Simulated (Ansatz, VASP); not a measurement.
## Cd in VASP and in Ansatz

The input INCAR:

```
SYSTEM = Cd
ALGO = Normal
EDIFF = 1E-6
ENCUT = 500
GGA = PS
GGA_COMPAT = .False.
ISIF = 2
ISMEAR = -5
IVDW = 13
LASPH = .True.
LCHARG = .False.
LREAL = .False.
LWAVE = .False.
NBANDS = 19
NELM = 120
PREC = Accurate
SIGMA = 0.1
```

The input KPOINTS:

```
k-points
0
Gamma
  6 6 4
  0 0 0
```

Contents of POSCAR:

```
Cd
1.0
    2.9788725081      0.0000000000      0.0000000000
   -1.4894362540      2.5797792666      0.0000000000
    0.0000000000      0.0000000000      5.6176500000
Cd
2
Direct
    0.3333333333      0.6666666667      0.2500000000
    0.6666666667      0.3333333333      0.7500000000
```

Input for Ansatz:

```yaml
crystal:
  lattice:
    - [2.9788725081, 0.0, 0.0]
    - [-1.489436254, 2.5797792666, 0.0]
    - [0.0, 0.0, 5.61765]
  atoms:
    - { symbol: Cd, position: [0.3333333333, 0.6666666667, 0.25] }
    - { symbol: Cd, position: [0.6666666667, 0.3333333333, 0.75] }
basis:
  ecutwfc: 420
kpoints:
  mp_grid: { grid: [6, 6, 4] }
hamiltonian:
  xc: pbesol
  dispersion: d4
scf:
  occupations: { method: tetrahedron }
output:
  forces: true
  stress: true
  eigenvalues: true
```

Alike in both runs: task single point; functional PBEsol; dispersion D4; k mesh 6 × 6 × 4; occupations tetrahedron; no spin polarisation.

```csv
,VASP,Ansatz
version,VASP 6.6.1,Ansatz 0.2.0
potentials or method,"VASP PAW PBE potentials, release 64 (Cd), cutoff 500 eV","scalar-relativistic, plane waves, PAW"
valence electrons in the cell,24,40
```

|  | VASP | Ansatz | Ansatz less VASP |
| --- | --- | --- | --- |
| gap on the k mesh at the Fermi level (eV) | none | none | - |
| pressure (GPa) | -2.5 | -2.9 | -0.37 |
| traceless stress, the component that is largest in VASP (GPa) | -0.35 | -0.18 | +0.174 |

VASP's potentials were made for PBE, not for PBEsol. A gap of «none» marks a metal or a gap that the smearing closes. VASP's potentials hold 24 valence electrons a cell and Ansatz's 40, so a difference there can come from the potentials and not from the codes. Ansatz's warnings: band table not solved further, tetrahedron derivatives may miss energy slope.

The k mesh is coarse, so the values compare programs but aren't converged.
